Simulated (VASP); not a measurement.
# Ru in VASP: a series of runs

Runs on Ru. Level: PBE. Tasks: single point, electric field gradients.

Program: VASP 6.6.1. These are calculated values, not measurements. Logs are shortened: lines on timing, memory, paths and dates and some standing lists are left out, and cuts for length are marked.

### Step 1. The cell of the first run

The structure is hexagonal, space group P6_3/mmc (No. 194). The conventional cell has a = 2.706 Å, b = 2.706 Å, c = 4.282 Å, α = 90.00°, β = 90.00°, γ = 120.00°. Within 3.5 Å of Ru (site symmetry -6m2) lie 12 Ru at 2.65 to 2.71 Å.

### Step 2. Single point, PBE

Contents of POSCAR:

```
Ru
1.0
    2.7057993342      0.0000000000      0.0000000000
   -1.3528996671      2.3432909610      0.0000000000
    0.0000000000      0.0000000000      4.2819000000
Ru
2
Direct
    0.3333333333      0.6666666667      0.2500000000
    0.6666666667      0.3333333333      0.7500000000
```

Contents of INCAR.step1:

```
SYSTEM = Ru
PREC = Accurate
ENCUT = 520
EDIFF = 1E-6
ISMEAR = -1
SIGMA = 0.03
LREAL = .False.
LASPH = .True.
NELM = 80
ALGO = Normal
ISIF = 2
LWAVE = .False.
LCHARG = .True.
LMAXMIX = 4
GGA = PE
NBANDS = 21
```

Contents of KPOINTS.step1:

```
regular mesh
0
Gamma
  14 14 8
  0 0 0
```

Contents of INCAR.step2:

```
SYSTEM = Ru
PREC = Accurate
ENCUT = 520
EDIFF = 1E-6
ISMEAR = -5
SIGMA = 0.03
LREAL = .False.
LASPH = .True.
NELM = 80
ALGO = Normal
ISIF = 2
LWAVE = .False.
LCHARG = .False.
LMAXMIX = 4
GGA = PE
LORBIT = 10
NBANDS = 21
NEDOS = 2001
ICHARG = 11
```

Contents of KPOINTS.step2:

```
regular mesh
0
Gamma
  21 21 12
  0 0 0
```

Potentials or basis: VASP PAW PBE potentials, release 64 (Ru_pv).

Run with:

```console
$ cat potpaw_PBE.64/Ru_pv/POTCAR > POTCAR
$ cp INCAR.step1 INCAR
$ cp KPOINTS.step1 KPOINTS
$ mpirun -np 1 vasp_std > vasp.out
$ cp INCAR.step2 INCAR
$ cp KPOINTS.step2 KPOINTS
$ mpirun -np 1 vasp_std > vasp.out
```

OUTCAR:

```text
SYSTEM = Ru
   PREC = Accurate
   ENCUT = 520
   EDIFF = 1E-6
   ISMEAR = -5
   LREAL = .False.
   LASPH = .True.
   NELM = 80
   ISIF = 2
   GGA = PE
   LORBIT = 10
   ICHARG = 11

 ion  position               nearest neighbor table
   1  0.333  0.667  0.250-   2 2.65   2 2.65   2 2.65   2 2.65   2 2.65   2 2.65
   2  0.667  0.333  0.750-   1 2.65   1 2.65   1 2.65   1 2.65   1 2.65   1 2.65

  LATTYP: Found a hexagonal cell.
 ALAT       =     2.7057993342
 C/A-ratio  =     1.5824898565

  Lattice vectors:

 A1 = (   2.7057993342,   0.0000000000,   0.0000000000)
 A2 = (  -1.3528996671,   2.3432909610,   0.0000000000)
 A3 = (   0.0000000000,   0.0000000000,   4.2819000000)

Analysis of symmetry for initial positions (statically):
=====================================================================
 Subroutine PRICEL returns:
 Original cell was already a primitive cell.

 Routine SETGRP: Setting up the symmetry group for a
 hexagonal supercell.

 Subroutine GETGRP returns: Found 24 space group operations
 (whereof 12 operations were pure point group operations)
 out of a pool of 24 trial point group operations.

The static configuration has the point symmetry D_3d.
 The point group associated with its full space group is D_6h.

Analysis of symmetry for dynamics (positions and initial velocities):
=====================================================================
 Subroutine PRICEL returns:
 Original cell was already a primitive cell.

 Routine SETGRP: Setting up the symmetry group for a
 hexagonal supercell.

 Subroutine GETGRP returns: Found 24 space group operations
 (whereof 12 operations were pure point group operations)
 out of a pool of 24 trial point group operations.

The dynamic configuration has the point symmetry D_3d.
 The point group associated with its full space group is D_6h.

 Subroutine INISYM returns: Found 24 space group operations
 (whereof 12 operations are pure point group operations),
 and found     1 'primitive' translations

----------------------------------------------------------------------------------------

                                     Primitive cell

  volume of cell :      27.1493

  direct lattice vectors                    reciprocal lattice vectors
     2.705799334  0.000000000  0.000000000     0.369576556  0.213375124  0.000000000
    -1.352899667  2.343290961  0.000000000     0.000000000  0.426750249  0.000000000
     0.000000000  0.000000000  4.281900000     0.000000000  0.000000000  0.233541185

  length of vectors
     2.705799334  2.705799334  4.281900000     0.426750249  0.426750249  0.233541185

  position of ions in fractional coordinates (direct lattice)
     0.333333333  0.666666667  0.250000000
     0.666666667  0.333333333  0.750000000

  ion indices of the primitive-cell ions
   primitive index   ion index
                 1           1
                 2           2

----------------------------------------------------------------------------------------

 KPOINTS: regular mesh

Automatic generation of k-mesh.
 Grid dimensions read from file:
 generate k-points for:   21   21   12

 Generating k-lattice:

  Cartesian coordinates                     Fractional coordinates (reciprocal lattice)
     0.017598884  0.010160720  0.000000000     0.047619048  0.000000000  0.000000000
     0.000000000  0.020321440  0.000000000     0.000000000  0.047619048  0.000000000
     0.000000000  0.000000000  0.019461765     0.000000000  0.000000000  0.083333333

  Length of vectors
     0.020321440  0.020321440  0.019461765

  Shift w.r.t. Gamma in fractional coordinates (k-lattice)
     0.000000000  0.000000000  0.000000000

 TETIRR: Found   5376 inequivalent tetrahedra from    31752

 Subroutine IBZKPT returns following result:
 ===========================================

 Found    336 irreducible k-points:

 Following reciprocal coordinates:
            Coordinates               Weight
  0.000000  0.000000  0.000000      1.000000
  0.047619 -0.000000  0.000000      6.000000
  0.095238 -0.000000  0.000000      6.000000
  0.142857  0.000000  0.000000      6.000000
  0.190476 -0.000000  0.000000      6.000000
  0.238095 -0.000000  0.000000      6.000000
[... 16 lines left out ...]
  0.142857  0.095238  0.000000     12.000000
  0.190476  0.095238  0.000000     12.000000
 [... further k-points ...]
   k-points           NKPTS =    336   k-points in BZ     NKDIM =    336   number of bands    NBANDS=     21
   number of dos      NEDOS =   2001   number of ions     NIONS =      2
   total plane-waves  NPLWV =  12800
   dimension x,y,z NGX =    20 NGY =   20 NGZ =   32
   dimension x,y,z NGXF=    40 NGYF=   40 NGZF=   64
   ions per type =               2
   NGX,Y,Z   is equivalent  to a cutoff of  12.29, 12.29, 12.42 a.u.
   NGXF,Y,Z  is equivalent  to a cutoff of  24.58, 24.58, 24.85 a.u.
 SYSTEM =  Ru
   PREC   = accura    normal or accurate (medium, high low for compatibility)
   ISTART =      0    job   : 0-new  1-cont  2-samecut
   ICHARG =     11    charge: 1-file 2-atom 10-const
   ISPIN  =      1    spin polarized calculation?
   LNONCOLLINEAR =      F non collinear calculations
   LSORBIT =      F    spin-orbit coupling
   LASPH  =      T    aspherical Exc in radial PAW
   ENCUT  =  520.0 eV  38.22 Ry    6.18 a.u.   5.03  5.03  7.96*2*pi/ulx,y,z
   NELM   =     80;   NELMIN=  2; NELMDL=  0     # of ELM steps
   EDIFF  = 0.1E-05   stopping-criterion for ELM
   LREAL  =      F    real-space projection
[... 7 lines left out ...]
   TEBEG  =    0.0;   TEEND  =   0.0 temperature during run
   PSTRESS=    0.0 pullay stress
   NELECT =      28.0000    total number of electrons
   NUPDOWN=      -1.0000    fix difference up-down
   EMIN   =  10.00;   EMAX   =-10.00  energy-range for DOS
   EFERMI =   0.00;   METHOD = LEGACY
   ISMEAR =    -5;   SIGMA  =   0.03  broadening in eV -4-tet -1-fermi 0-gaus
   EFERMI_NEDOS =   21; number of points for ismear=-14 and -15
   IALGO  =     38    algorithm
   IMIX   =      4    mixing-type and parameters
     AMIX     =   0.40;   BMIX     =  1.00
     AMIX_MAG =   1.60;   BMIX_MAG =  1.00
  volume/ion in A,a.u.               =      13.57        91.61
  Fermi-wavevector in a.u.,A,eV,Ry     =   1.654022  3.125649 37.222686  2.735790
  Thomas-Fermi vector in A             =   2.742361
   LORBIT       =     10    0 simple, 1 ext, 2 COOP (PROOUT), +10 PAW based schemes
   GGA     = PE    functional components
   LHFCALC =     F    Hartree Fock is set to
   AEXX    =    0.0000 exact exchange contribution
   IVDW    =     0    specifies the selected vdW correction
   LEPSILON=     F    determine dielectric tensor
   LRPA    =     F    only Hartree local field effects (RPA)
 non-spin polarized calculation
 Fermi weights with tetrahedron method with Bloechl corrections
  energy-cutoff  :      520.00
  volume of cell :       27.15
 maximum number of plane-waves:       756
 NGX is ok and might be reduce to    20

 number of electron      28.0000008 magnetization

 Free energy of the ion-electron system (eV)
  ---------------------------------------------------
  ext. energy  EPLUGINS =         0.00000000
  ---------------------------------------------------
  free energy    TOTEN  =       -18.46294969 eV

  energy without entropy =      -18.46294969  energy(sigma->0) =      -18.46294969

 E-fermi :  12.8521     XC(G=0): -14.1210

 val. band max:       12.9548773854   @ k =   0.4286  -0.0000   0.5000
 cond. band min:      12.7815942751   @ k =   0.2857   0.0000   0.1667
 fundamental gap:     -0.1732831103
 Fermi energy:        12.8521069587

 k-point     1 :       0.0000    0.0000    0.0000
  band No.  band energies     occupation
      1     -30.8113      2.00000
      2     -29.8715      2.00000
      3     -29.8715      2.00000
      4     -29.7013      2.00000
      5     -29.7013      2.00000
      6     -29.6675      2.00000
[... 13 lines left out ...]
     20      23.2599      0.00000
     21      23.2914      0.00000

 k-point     2 :       0.0476   -0.0000    0.0000
  band No.  band energies     occupation
      1     -30.8035      2.00000
      2     -29.8881      2.00000
      3     -29.8771      2.00000
      4     -29.7187      2.00000
      5     -29.7035      2.00000
      6     -29.6711      2.00000
[... 13 lines left out ...]
     20      23.2598      0.00000
     21      23.2889      0.00000

 k-point     3 :       0.0952   -0.0000    0.0000
  band No.  band energies     occupation
      1     -30.7806      2.00000
      2     -29.9364      2.00000
      3     -29.8934      2.00000
      4     -29.7689      2.00000
      5     -29.7103      2.00000
      6     -29.6819      2.00000
[... 13 lines left out ...]
     20      23.2598      0.00000
     21      23.2829      0.00000

 k-point     4 :       0.1429    0.0000    0.0000
  band No.  band energies     occupation
      1     -30.7434      2.00000
      2     -30.0123      2.00000
      3     -29.9182      2.00000
      4     -29.8467      2.00000
      5     -29.7213      2.00000
      6     -29.6999      2.00000
[... 13 lines left out ...]
     20      23.2598      0.00000
     21      23.2764      0.00000

 k-point     5 :       0.1905   -0.0000    0.0000
  band No.  band energies     occupation
      1     -30.6938      2.00000
      2     -30.1088      2.00000
      3     -29.9491      2.00000
      4     -29.9438      2.00000
      5     -29.7359      2.00000
      6     -29.7251      2.00000
[... 13 lines left out ...]
     20      23.2598      0.00000
     21      23.2712      0.00000
[... 382 lines left out ...]
     20      23.2589      0.00000
     21      23.9930      0.00000

 k-point    22 :       0.0952    0.0952    0.0000
  band No.  band energies     occupation
      1     -30.7218      2.00000
      2     -30.0401      2.00000
      3     -29.9694      2.00000
      4     -29.8573      2.00000
      5     -29.7383      2.00000
      6     -29.7107      2.00000
[... 13 lines left out ...]
     20      23.2598      0.00000
     21      23.2740      0.00000

 k-point    23 :       0.1429    0.0952    0.0000
  band No.  band energies     occupation
      1     -30.6731      2.00000
      2     -30.1215      2.00000
      3     -30.0432      2.00000
      4     -29.9080      2.00000
      5     -29.7604      2.00000
      6     -29.7360      2.00000
[... 13 lines left out ...]
     20      23.2597      0.00000
     21      23.2704      0.00000

 k-point    24 :       0.1905    0.0952    0.0000
  band No.  band energies     occupation
      1     -30.6145      2.00000
      2     -30.2195      2.00000
      3     -30.1236      2.00000
      4     -29.9611      2.00000
      5     -29.7835      2.00000
      6     -29.7682      2.00000
[... 13 lines left out ...]
     20      23.2597      0.00000
     21      23.2679      0.00000

 [... further k-points ...]

------------------------ aborting loop because EDIFF is reached ----------------------------------------

  FORCE on cell =-STRESS in cart. coord.  units (eV):
  Direction    XX          YY          ZZ          XY          YZ          ZX
  --------------------------------------------------------------------------------------
  -------------------------------------------------------------------------------------
  Total        0.8482979      0.8482979      0.2426904      0.0000000      0.0000000      0.0000000
  in kB       50.0611301     50.0611301     14.3220407      0.0000000      0.0000000      0.0000000
  external PRESSURE =      38.1481003 kB  Pullay stress =       0.0000000 kB

 VOLUME and BASIS-vectors are now :
 -----------------------------------------------------------------------------
  energy-cutoff  :      520.00
  volume of cell :       27.15
      direct lattice vectors                 reciprocal lattice vectors
     2.705799334  0.000000000  0.000000000     0.369576556  0.213375124  0.000000000
    -1.352899667  2.343290961  0.000000000     0.000000000  0.426750249  0.000000000
     0.000000000  0.000000000  4.281900000     0.000000000  0.000000000  0.233541185

 POSITION                                       TOTAL-FORCE (eV/Angst)
 -----------------------------------------------------------------------------------
     -0.00000      1.56219      1.07048        -0.000000      0.000000      0.000000
      1.35290      0.78110      3.21143         0.000000      0.000000      0.000000
 -----------------------------------------------------------------------------------
    total drift:                               -0.000000      0.000000     -0.000000

  FREE ENERGIE OF THE ION-ELECTRON SYSTEM (eV)
  ---------------------------------------------------
  free  energy   TOTEN  =       -18.4629496879 eV

  energy  without entropy=      -18.4629496879  energy(sigma->0) =      -18.46294969

 total charge

# of ion       s       p       d       tot
------------------------------------------
    1        0.406   6.314   5.949  12.670
    2        0.406   6.314   5.949  12.670
--------------------------------------------------
tot          0.812  12.628  11.899  25.339
```

It took 76 s on 1 thread of Intel Xeon Platinum 8375C at 2.90GHz (Ice Lake), shared host; peak memory 0.26 GiB.

Results:

| Property | Result |
| --- | --- |
| Valence electrons inside the program's atomic spheres | Ru 12.67 |

(Part 1 of 3 ends here.)
